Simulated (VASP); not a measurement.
TePt, 4 atoms in the cell. Symmetry: P6_3/mmc, No. 194, hexagonal system. The conventional cell has a = 4.376 Å, b = 4.376 Å, c = 5.679 Å, α = 90.00°, β = 90.00°, γ = 120.00°. Within 3.8 Å of Te (site symmetry -6m2) lie 6 Pt at 2.90 Å. Pt (site symmetry -3m) has 2 Pt at 2.84 Å and 6 Te at 2.90 Å within 3.7 Å.  This cell differs from its parent crystal: volume scaled by 1.10, then relaxed in part.

| Quantity | Value |
| --- | --- |
| Program | VASP 6.6.1 |
| Task | single point |
| Functional | PBEsol |
| Potentials or basis | VASP PAW PBE potentials, release 64 (Te, Pt) |
| Cutoff | 520 eV |
| k mesh | 12 × 12 × 8 |
| Occupations | gaussian, width 0.1 eV |
| Spin | no spin polarisation |
| Dipole correction | no |
| Further INCAR settings | ALGO = Normal; EDIFF = 1e-06; NBANDS = 24 |

Potentials or basis: VASP PAW PBE potentials, release 64 (Te, Pt).

Command:

```sh
$ cat potpaw_PBE.64/Te/POTCAR potpaw_PBE.64/Pt/POTCAR > POTCAR
$ mpirun -np 1 vasp_std > vasp.out
```

Hardware: 1 thread of AMD EPYC 9R45 96-Core Processor (Zen 5) (shared host).

Question: How long does it take, and how much memory?

Answer: It took 2.2 min on 1 thread of AMD EPYC 9R45 96-Core Processor (Zen 5) (shared host), peak memory 0.32 GiB. Counts: scf iterations 15, k points 95.
